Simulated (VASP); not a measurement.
# TaSn11O24 (a cell with a defect) in VASP: electric field gradients with PBE

Aim: the electric field gradients of TaSn11O24 (a cell with a defect) with PBE.

Program: VASP 6.6.1. These are calculated values, not measurements. Logs are shortened: lines on timing, memory, paths and dates and some standing lists are left out, and cuts for length are marked.

### 1 The cell of the first run

The cell holds a defect, 36 atoms: a = 6.738 Å, b = 6.738 Å, c = 9.622 Å, α = 90.00°, β = 90.00°, γ = 90.00°.

### 2 Electric field gradients, PBE

INCAR

```
SYSTEM = TaSn11O24
PREC = Accurate
ENCUT = 520
EDIFF = 1E-8
ISMEAR = -1
SIGMA = 0.01
LREAL = Auto
LASPH = .TRUE.
NELM = 100
ALGO = Normal
ISIF = 2
LWAVE = .FALSE.
LCHARG = .FALSE.
GGA = PE
LEFG = .TRUE.
NELECT = 308.0
NBANDS = 178
```

KPOINTS

```
Automatic mesh
0
G
  3 3 2
  0 0 0
```

POSCAR

```
TaSn11O24
1.0
    4.7648180450      4.7648180450      0.0000000000
   -4.7648180450      4.7648180450      0.0000000000
    0.0000000000      0.0000000000      9.6224993100
Ta Sn O
1 11 24
Direct
    0.5000000000      0.0000000000      0.1666666667
    0.5000000000      0.0000000000      0.5000000000
    0.5000000000      0.0000000000      0.8333333333
    0.0000000000      0.5000000000      0.1666666667
    0.0000000000      0.5000000000      0.5000000000
    0.0000000000      0.5000000000      0.8333333333
    0.0000000000      0.0000000000      0.0000000000
    0.0000000000      0.0000000000      0.3333333333
    0.0000000000      0.0000000000      0.6666666667
    0.5000000000      0.5000000000      0.0000000000
    0.5000000000      0.5000000000      0.3333333333
    0.5000000000      0.5000000000      0.6666666667
    0.5000000000      0.3059723000      0.1666666667
    0.5000000000      0.3059723000      0.5000000000
    0.5000000000      0.3059723000      0.8333333333
    0.0000000000      0.8059723000      0.1666666667
    0.0000000000      0.8059723000      0.5000000000
    0.0000000000      0.8059723000      0.8333333333
    0.5000000000      0.6940277000      0.1666666667
    0.5000000000      0.6940277000      0.5000000000
    0.5000000000      0.6940277000      0.8333333333
    0.0000000000      0.1940277000      0.1666666667
    0.0000000000      0.1940277000      0.5000000000
    0.0000000000      0.1940277000      0.8333333333
    0.3059723000      0.0000000000      0.0000000000
    0.3059723000      0.0000000000      0.3333333333
    0.3059723000      0.0000000000      0.6666666667
    0.8059723000      0.5000000000      0.0000000000
    0.8059723000      0.5000000000      0.3333333333
    0.8059723000      0.5000000000      0.6666666667
    0.6940277000      0.0000000000      0.0000000000
    0.6940277000      0.0000000000      0.3333333333
    0.6940277000      0.0000000000      0.6666666667
    0.1940277000      0.5000000000      0.0000000000
    0.1940277000      0.5000000000      0.3333333333
    0.1940277000      0.5000000000      0.6666666667
```

Potentials or basis: VASP PAW PBE potentials, release 64 (Ta_pv, Sn_d, O).

Run with:

```console
$ cat potpaw_PBE.64/Ta_pv/POTCAR potpaw_PBE.64/Sn_d/POTCAR potpaw_PBE.64/O/POTCAR > POTCAR
$ mpirun -np 1 vasp_std > vasp.out
```

OUTCAR:

```text
SYSTEM = TaSn11O24
   PREC = Accurate
   ENCUT = 520
   EDIFF = 1E-8
   ISMEAR = -1
   LREAL = Auto
   LASPH = .TRUE.
   NELM = 100
   ISIF = 2
   GGA = PE
   NELECT = 308.0

 ion  position               nearest neighbor table
   1  0.500  0.000  0.167-  13 2.06  19 2.06  26 2.07  32 2.07  31 2.07  25 2.07   2 3.21   3 3.21

   2  0.500  0.000  0.500-  14 2.06  20 2.06  26 2.07  27 2.07  32 2.07  33 2.07   1 3.21   3 3.21
                            11 3.73  12 3.73   8 3.73   9 3.73  11 3.73  12 3.73   8 3.73   9 3.73
   3  0.500  0.000  0.833-  15 2.06  21 2.06  27 2.07  33 2.07  31 2.07  25 2.07   2 3.21   1 3.21
                             9 3.73  12 3.73  12 3.73   9 3.73  10 3.73  10 3.73   7 3.73   7 3.73
   4  0.000  0.500  0.167-  16 2.06  22 2.06  29 2.07  35 2.07  34 2.07  28 2.07   5 3.21   6 3.21
                             8 3.73  11 3.73   8 3.73  11 3.73   7 3.73  10 3.73  10 3.73   7 3.73
   5  0.000  0.500  0.500-  17 2.06  23 2.06  29 2.07  30 2.07  35 2.07  36 2.07   4 3.21   6 3.21
                            11 3.73  12 3.73   8 3.73   9 3.73   8 3.73   9 3.73  11 3.73  12 3.73
   6  0.000  0.500  0.833-  18 2.06  24 2.06  30 2.07  36 2.07  34 2.07  28 2.07   5 3.21   4 3.21
                             9 3.73  12 3.73   9 3.73  12 3.73   7 3.73  10 3.73  10 3.73   7 3.73
   7  0.000  0.000  0.000-  25 2.06  31 2.06  22 2.07  24 2.07  16 2.07  18 2.07   8 3.21   9 3.21
                             6 3.73   3 3.73   4 3.73   4 3.73   6 3.73   3 3.73
   8  0.000  0.000  0.333-  26 2.06  32 2.06  16 2.07  22 2.07  17 2.07  23 2.07   7 3.21   9 3.21
                             4 3.73   4 3.73   5 3.73   2 3.73   5 3.73   2 3.73
   9  0.000  0.000  0.667-  27 2.06  33 2.06  18 2.07  24 2.07  23 2.07  17 2.07   7 3.21   8 3.21
[... 29 lines left out ...]
  35  0.194  0.500  0.333-  11 2.06   4 2.07   5 2.07
  36  0.194  0.500  0.667-  12 2.06   6 2.07   5 2.07

  LATTYP: Found a simple tetragonal cell.
 ALAT       =     6.7384703015
 C/A-ratio  =     1.4279946159

  Lattice vectors:

 A1 = (   4.7648180450,   4.7648180450,   0.0000000000)
 A2 = (  -4.7648180450,   4.7648180450,   0.0000000000)
 A3 = (   0.0000000000,   0.0000000000,   9.6224993100)

Analysis of symmetry for initial positions (statically):
=====================================================================
 Subroutine PRICEL returns:
 Original cell was already a primitive cell.

 Routine SETGRP: Setting up the symmetry group for a
 simple tetragonal supercell.

 Subroutine GETGRP returns: Found  8 space group operations
 (whereof  4 operations were pure point group operations)
 out of a pool of 16 trial point group operations.

The static configuration has the point symmetry C_2v.
 The point group associated with its full space group is D_2h.

Analysis of symmetry for dynamics (positions and initial velocities):
=====================================================================
 Subroutine PRICEL returns:
 Original cell was already a primitive cell.

 Routine SETGRP: Setting up the symmetry group for a
 simple tetragonal supercell.

 Subroutine GETGRP returns: Found  8 space group operations
 (whereof  4 operations were pure point group operations)
 out of a pool of 16 trial point group operations.

The dynamic configuration has the point symmetry C_2v.
 The point group associated with its full space group is D_2h.

 Subroutine INISYM returns: Found  8 space group operations
 (whereof  4 operations are pure point group operations),
 and found     1 'primitive' translations

----------------------------------------------------------------------------------------

                                     Primitive cell

  volume of cell :     436.9287

  direct lattice vectors                    reciprocal lattice vectors
     4.764818045  4.764818045  0.000000000     0.104935801  0.104935801  0.000000000
    -4.764818045  4.764818045  0.000000000    -0.104935801  0.104935801  0.000000000
     0.000000000  0.000000000  9.622499310     0.000000000  0.000000000  0.103923104

  length of vectors
     6.738470301  6.738470301  9.622499310     0.148401633  0.148401633  0.103923104

  position of ions in fractional coordinates (direct lattice)
     0.500000000  0.000000000  0.166666667
     0.500000000  0.000000000  0.500000000
     0.500000000  0.000000000  0.833333333
     0.000000000  0.500000000  0.166666667
     0.000000000  0.500000000  0.500000000
     0.000000000  0.500000000  0.833333333
[... 28 lines left out ...]
     0.194027700  0.500000000  0.333333333
     0.194027700  0.500000000  0.666666667

  ion indices of the primitive-cell ions
[... 96 lines left out ...]
   IBRION =     -1    ionic relax: 0-MD 1-quasi-New 2-CG
   NFREE  =      0    steps in history (QN), initial steepest desc. (CG)
   ISIF   =      2    stress and relaxation
   ISYM   =      2    0-nonsym 1-usesym 2-fastsym
   POTIM  = 0.5000    time-step for ionic-motion
   TEBEG  =    0.0;   TEEND  =   0.0 temperature during run
   PSTRESS=    0.0 pullay stress
   NELECT =     308.0000    total number of electrons
   NUPDOWN=      -1.0000    fix difference up-down
   EMIN   =  10.00;   EMAX   =-10.00  energy-range for DOS
   EFERMI =   0.00;   METHOD = LEGACY
   ISMEAR =    -1;   SIGMA  =   0.01  broadening in eV -4-tet -1-fermi 0-gaus
   EFERMI_NEDOS =   21; number of points for ismear=-14 and -15
   IALGO  =     38    algorithm
   IMIX   =      4    mixing-type and parameters
     AMIX     =   0.40;   BMIX     =  1.00
     AMIX_MAG =   1.60;   BMIX_MAG =  1.00
  volume/ion in A,a.u.               =      12.14        81.90
  Fermi-wavevector in a.u.,A,eV,Ry     =   1.456984  2.753301 28.882495  2.122803
  Thomas-Fermi vector in A             =   2.573839
   LORBIT       =      0    0 simple, 1 ext, 2 COOP (PROOUT), +10 PAW based schemes
   GGA     = PE    functional components
   LHFCALC =     F    Hartree Fock is set to
   AEXX    =    0.0000 exact exchange contribution
   IVDW    =     0    specifies the selected vdW correction
   LEPSILON=     F    determine dielectric tensor
   LRPA    =     F    only Hartree local field effects (RPA)
 non-spin polarized calculation
  energy-cutoff  :      520.00
  volume of cell :      436.93
 maximum number of plane-waves:     11780
 NGX is ok and might be reduce to    50
   NGX = 25   NGY = 25   NGZ = 35

 number of electron     308.0000029 magnetization

 Free energy of the ion-electron system (eV)
  ---------------------------------------------------
  ext. energy  EPLUGINS =         0.00000000
  ---------------------------------------------------
  free energy    TOTEN  =      -242.23935497 eV

  energy without entropy =     -242.23935497  energy(sigma->0) =     -242.23935497

 E-fermi :   5.9254     XC(G=0): -11.1438

 val. band max:        5.7158060821   @ k =   0.0000   0.0000   0.0000
 cond. band min:       6.9993786804   @ k =   0.0000   0.0000   0.0000
 fundamental gap:      1.2835725984
 Fermi energy:         5.9254376696

 k-point     1 :       0.0000    0.0000    0.0000
  band No.  band energies     occupation
      1     -29.8542      2.00000
      2     -29.8387      2.00000
      3     -29.7211      2.00000
      4     -15.3211      2.00000
      5     -15.1633      2.00000
      6     -15.1126      2.00000
[... 1341 lines left out ...]
    165      11.5604      0.00000
    166      11.5627      0.00000
 [bands above 166 left out]

------------------------ aborting loop because EDIFF is reached ----------------------------------------

  FORCE on cell =-STRESS in cart. coord.  units (eV):
  Direction    XX          YY          ZZ          XY          YZ          ZX
  --------------------------------------------------------------------------------------
  -------------------------------------------------------------------------------------
  Total        2.7181696      2.7181696      5.4410786      2.2754571      0.0000000      0.0000000
  in kB        9.9672787      9.9672787     19.9519367      8.3438927      0.0000000      0.0000000
  external PRESSURE =      13.2954981 kB  Pullay stress =       0.0000000 kB

 VOLUME and BASIS-vectors are now :
 -----------------------------------------------------------------------------
  energy-cutoff  :      520.00
  volume of cell :      436.93
      direct lattice vectors                 reciprocal lattice vectors
     4.764818045  4.764818045  0.000000000     0.104935801  0.104935801  0.000000000
    -4.764818045  4.764818045  0.000000000    -0.104935801  0.104935801  0.000000000
     0.000000000  0.000000000  9.622499310     0.000000000  0.000000000  0.103923104

 POSITION                                       TOTAL-FORCE (eV/Angst)
 -----------------------------------------------------------------------------------
      2.38241      2.38241      1.60375        -0.000000     -0.000000      0.000000
      2.38241      2.38241      4.81125        -0.000000     -0.000000      1.376789
      2.38241      2.38241      8.01875        -0.000000     -0.000000     -1.376789
     -2.38241      2.38241      1.60375        -0.000000     -0.000000      0.000000
     -2.38241      2.38241      4.81125        -0.000000     -0.000000      0.319310
     -2.38241      2.38241      8.01875        -0.000000     -0.000000     -0.319310
[... 28 lines left out ...]
     -1.45790      3.30692      3.20750         0.195577      0.195577     -0.248313
     -1.45790      3.30692      6.41500         0.090745      0.090745      0.000000
 -----------------------------------------------------------------------------------
    total drift:                               -0.000000      0.000000      0.000009

  FREE ENERGIE OF THE ION-ELECTRON SYSTEM (eV)
  ---------------------------------------------------
  free  energy   TOTEN  =      -242.2393549744 eV

  energy  without entropy=     -242.2393549743  energy(sigma->0) =     -242.23935497

 Electric field gradients (V/A^2)
---------------------------------------------------------------------
 ion       V_xx      V_yy      V_zz      V_xy      V_xz      V_yz
---------------------------------------------------------------------
   1      67.039    67.039  -134.079   117.053     0.000    -0.000
   2      16.730    16.730   -33.460    35.325     0.000    -0.000
   3      16.730    16.730   -33.460    35.325    -0.000     0.000
   4      25.796    25.796   -51.592    22.759    -0.000     0.000
   5      24.410    24.410   -48.820    30.022     0.000    -0.000
   6      24.410    24.410   -48.820    30.022    -0.000     0.000
[... 28 lines left out ...]
  35     -21.690   -21.690    43.379    86.655    -0.600    -0.600
  36     -23.589   -23.589    47.178    87.204    -0.000    -0.000
---------------------------------------------------------------------

 Electric field gradients after diagonalization (V/A^2)
 (convention: |V_zz| > |V_xx| > |V_yy|)
----------------------------------------------------------------------
 ion       V_xx      V_yy      V_zz     asymmetry (V_yy - V_xx)/ V_zz
----------------------------------------------------------------------
   1    -134.079   -50.014   184.092       0.457
   2     -33.460   -18.595    52.055       0.286
   3     -33.460   -18.595    52.055       0.286
   4      48.555     3.037   -51.592       0.882
   5     -48.820    -5.613    54.432       0.794
   6     -48.820    -5.613    54.432       0.794
[... 28 lines left out ...]
  35      64.998    43.346  -108.344       0.200
  36      63.615    47.178  -110.793       0.148
----------------------------------------------------------------------

           NMR quadrupolar parameters

 Cq : quadrupolar parameter    Cq=e*Q*V_zz/h
 eta: asymmetry parameters     (V_yy - V_xx)/ V_zz
 Q  : nuclear electric quadrupole moment in mb (millibarn)
----------------------------------------------------------------------
 ion       Cq(MHz)       eta       Q (mb)
----------------------------------------------------------------------
   1       0.445       0.457       1.000
   2       0.126       0.286       1.000
   3       0.126       0.286       1.000
   4      -0.125       0.882       1.000
   5       0.132       0.794       1.000
   6       0.132       0.794       1.000
[... 28 lines left out ...]
  35      -0.262       0.200       1.000
  36      -0.268       0.148       1.000
----------------------------------------------------------------------
```

It took 32 min on 1 thread of Intel Xeon Platinum 8375C at 2.90GHz (Ice Lake), shared host; peak memory 0.67 GiB.

What came out:

```yaml
Free_energy: -242.2394 eV
Largest_force: 2.109 eV/Å
```

Forces in eV/Å, atoms in the order of the input:
```
Ta   0.000  0.000  0.000
Sn   0.000  0.000  1.377
Sn   0.000  0.000 -1.377
Sn   0.000  0.000  0.000
Sn   0.000  0.000  0.319
Sn   0.000  0.000 -0.319
Sn   0.000  0.000 -0.434
Sn   0.000  0.000  0.434
Sn   0.000  0.000  0.000
Sn   0.000  0.000 -1.028
Sn   0.000  0.000  1.028
Sn   0.000  0.000  0.000
O    1.322 -1.322  0.000
O    0.200 -0.200 -0.336
O    0.200 -0.200  0.336
O   -0.130  0.130  0.000
O   -0.040  0.040 -0.280
O   -0.040  0.040  0.280
O   -1.322  1.322  0.000
O   -0.200  0.200 -0.336
O   -0.200  0.200  0.336
O    0.130 -0.130  0.000
O    0.040 -0.040 -0.280
O    0.040 -0.040  0.280
O    0.825  0.825  1.757
O    0.825  0.825 -1.757
O   -0.017 -0.017  0.000
O   -0.196 -0.196  0.248
O   -0.196 -0.196 -0.248
O   -0.091 -0.091  0.000
O   -0.825 -0.825  1.757
O   -0.825 -0.825 -1.757
O    0.017  0.017  0.000
O    0.196  0.196  0.248
O    0.196  0.196 -0.248
O    0.091  0.091  0.000
```

Electric field gradients, principal values (V/Å²):
```csv
atom,least,middle,greatest (by size)
1 Ta,-50.014,-134.079,184.092
2 Sn,-18.595,-33.460,52.055
3 Sn,-18.595,-33.460,52.055
4 Sn,3.037,48.555,-51.592
5 Sn,-5.613,-48.820,54.432
6 Sn,-5.613,-48.820,54.432
7 Sn,29.005,38.605,-67.610
8 Sn,29.005,38.605,-67.610
9 Sn,-6.238,-50.671,56.909
10 Sn,-18.734,-40.022,58.755
11 Sn,-18.734,-40.022,58.755
12 Sn,-16.463,-44.255,60.718
13 O,27.211,44.941,-72.152
14 O,46.658,66.071,-112.729
15 O,46.658,66.071,-112.729
16 O,47.716,58.594,-106.311
17 O,48.995,61.027,-110.022
18 O,48.995,61.027,-110.022
19 O,27.211,44.941,-72.152
20 O,46.658,66.071,-112.729
21 O,46.658,66.071,-112.729
22 O,47.716,58.594,-106.311
23 O,48.995,61.027,-110.022
24 O,48.995,61.027,-110.022
25 O,11.895,55.963,-67.859
26 O,11.895,55.963,-67.859
27 O,51.867,59.334,-111.201
28 O,43.346,64.998,-108.344
29 O,43.346,64.998,-108.344
30 O,47.178,63.615,-110.793
31 O,11.895,55.963,-67.859
32 O,11.895,55.963,-67.859
33 O,51.867,59.334,-111.201
34 O,43.346,64.998,-108.344
35 O,43.346,64.998,-108.344
36 O,47.178,63.615,-110.793
```

Caveat: the cell carries a net charge on a neutralising background, which shifts energy and pressure; the cell is charged against a uniform background, so pressure and absolute levels hang on convention; without QUAD_EFG the Cq values of the log hold for a quadrupole moment of 1 mb, not for the nuclei; spin-orbit coupling is left out, which moves the levels of the heavy elements.
